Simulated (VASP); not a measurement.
Here is a VASP 6.6.1 calculation.

INCAR

```
SYSTEM = Y3NbO
ALGO = Normal
EDIFF = 1E-7
EDIFFG = -0.04
ENCUT = 1340
GGA = PE
GGA_COMPAT = .False.
IBRION = 2
ISIF = 3
ISMEAR = 0
LASPH = .True.
LCHARG = .False.
LREAL = .False.
LWAVE = .False.
NELM = 120
NELMIN = 4
NSW = 90
PREC = Accurate
SIGMA = 0.1
```

KPOINTS

```
k-points
0
Gamma
  6 6 4
  0 0 0
```

File POSCAR:

```
Y3NbO
1.0
    5.0323641100      0.0000000000      0.0000000000
   -2.5161820500      4.3581551600      0.0000000000
    0.0000000000      0.0000000000      5.2103111400
Y Nb O
3 1 1
Direct
    0.4671788500      0.0000000000      0.5000000000
    0.0000000000      0.4671788500      0.5000000000
    0.5328211500      0.5328211500      0.5000000000
    0.0000000000      0.0000000000      0.5000000000
    0.0000000000      0.0000000000      0.0000000000
```

Potentials or basis: VASP PAW PBE potentials, release 64 (Y_sv, Nb_sv, O_h).

Run with:

```sh
$ cat potpaw_PBE.64/Y_sv/POTCAR potpaw_PBE.64/Nb_sv/POTCAR potpaw_PBE.64/O_h/POTCAR > POTCAR
$ mpirun -np 1 vasp_std > vasp.out
```

Task: Estimate the band gap on the k mesh.

Result: Zero (bands 26 and 27 overlap by 0.54 eV).

Task: What does it give for the space group after relaxing (to 0.1 Å)?

Result: P6/mmm (No. 191).

Task: Predict the relaxed volume.

Result: 29.14 Å³/atom.

Task: Predict the relaxed cell.

Result: a = 6.627 Å, b = 6.627 Å, c = 3.831 Å, α = 90.00°, β = 90.00°, γ = 120.00°.

Forces in eV/Å, atoms in the order of the input:
```
Y    0.003  0.000  0.000
Y   -0.001  0.003  0.000
Y   -0.001 -0.003  0.000
Nb   0.000  0.000  0.000
O    0.000  0.000  0.000
```

Caveat: the volume moved by over 15 % at a fixed basis, so the end points are rough.
